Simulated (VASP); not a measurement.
Wanted: the native input for a VASP 6.6.1 run.

* Task: single point
* Functional: PBEsol
* Potentials or basis: VASP PAW PBE potentials, release 64 (Cd, F)
* Cutoff: 520 eV
* k mesh: 2 × 2 × 2
* Occupations: fermi-dirac, width 0.19 eV
* Spin: no spin polarisation
* Dipole correction: no
* Further INCAR settings: LREAL = Auto; ALGO = Normal; EDIFF = 1e-06; NBANDS = 122

The structure of CdF2 lies in POSCAR:

```
CdF2
1.0
    0.0000000000      5.3883553621      5.3883553621
    5.3883553621      0.0000000000      5.3883553621
    5.3883553621      5.3883553621      0.0000000000
Cd F
8 16
Direct
   -0.0071309328     -0.0147911551     -0.0250347260
    0.0179088040     -0.0225705233      0.4771325993
   -0.0286264527      0.5287048289      0.0338365768
   -0.0089594128      0.5042183222      0.5404631477
    0.4916584601      0.0142237278     -0.0062092230
    0.4837359129      0.0035250088      0.4848696540
    0.5379699937      0.5027631472     -0.0346459147
    0.5150651383      0.4805570208      0.5274553753
    0.1160814308      0.0774327178      0.1283749778
    0.3876613289      0.4135035368      0.3736010090
    0.0981666881      0.1506689788      0.6154124547
    0.4258574919      0.3676464091      0.8866301829
    0.1452002415      0.5884631371      0.1686895980
    0.3392618670      0.9157678305      0.3571461737
    0.1547826645      0.5486965505      0.7012030102
    0.3821535258      0.8696148797      0.8498786164
    0.6112210088      0.1109292093      0.1464198159
    0.8512900861      0.4306236957      0.3631717599
    0.6028468395      0.1237151144      0.6408090721
    0.8927050420      0.3584190110      0.8825429431
    0.6509158666      0.6239566202      0.0729771839
    0.8728768212      0.8594838664      0.4044548575
    0.6087594042      0.6594810032      0.5838699916
    0.8506247625      0.9215348963      0.8374366939
```

These files were run (other wordings do the same):

INCAR

```
ALGO     = Normal         # electronic algorithm
EDIFF    = 1E-6           # SCF threshold, eV
ENCUT    = 520            # plane-wave cutoff, eV
GGA      = PS             # functional
ISIF     = 2              # what is computed and relaxed
ISMEAR   = -1             # smearing method
LASPH    = T              # aspherical terms in the spheres
LCHARG   = F              # write CHGCAR
LREAL    = Auto         
LWAVE    = F              # write WAVECAR
NBANDS   = 122            # bands
NELM     = 60             # most SCF steps
PREC     = Accurate       # precision mode
SIGMA    = 0.19           # smearing width, eV
```

KPOINTS

```
k-points
0
Gamma
  2 2 2
```

Potentials or basis: VASP PAW PBE potentials, release 64 (Cd, F).

Run with:

```sh
$ cat potpaw_PBE.64/Cd/POTCAR potpaw_PBE.64/F/POTCAR > POTCAR
$ mpirun -np 1 vasp_std > vasp.out
```

Results of the run:

The pressure is 6.9 GPa, the largest force is 2.182 eV/Å and the band gap on the k mesh is 2.27 eV.

Caveat: the k points lie up to 0.50 Å⁻¹ apart; the atoms stand as in a frame of molecular dynamics; the PAW data sets were made with another functional, which shifts forces and pressure a little.

It took 8.2 min on 1 thread of Intel(R) Xeon(R) Platinum 8488C (Sapphire Rapids), with other jobs on the host, peak memory 0.58 GiB.
